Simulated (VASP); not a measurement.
A run of VASP 6.6.1:

File INCAR:

```
SYSTEM = SnO
PREC = Accurate
ENCUT = 520
EDIFF = 1E-6
ISMEAR = -1
SIGMA = 0.05
LREAL = .False.
LASPH = .True.
NELM = 80
ALGO = Normal
ISIF = 2
LWAVE = .False.
LCHARG = .False.
GGA = PS
NBANDS = 28
```

KPOINTS

```
regular mesh
0
Gamma
  7 7 6
  0 0 0
```

The input POSCAR:

```
SnO
1.0
    3.7434594936      0.0000000000      0.0000000000
    0.0000000000      3.7434594936      0.0000000000
    0.0000000000      0.0000000000      4.4368162981
Sn O
2 2
Direct
    0.5000000000      0.0000000000      0.7396392632
    0.0000000000      0.5000000000      0.2603607368
    0.0000000000      0.0000000000      0.0000000000
    0.5000000000      0.5000000000      0.0000000000
```

Potentials or basis: VASP PAW PBE potentials, release 64 (Sn_d, O).

Run with:

```console
$ cat potpaw_PBE.64/Sn_d/POTCAR potpaw_PBE.64/O/POTCAR > POTCAR
$ mpirun -np 1 vasp_std > vasp.out
```

Hardware: 1 thread of Intel Xeon 8259CL (shared host).

**Question.** How long does it take, and how much memory?

**Answer.** Wall time 83 s on 1 thread of Intel Xeon 8259CL, on a shared host, peak memory 0.21 GiB. Counts: scf iterations 14, k points 40.
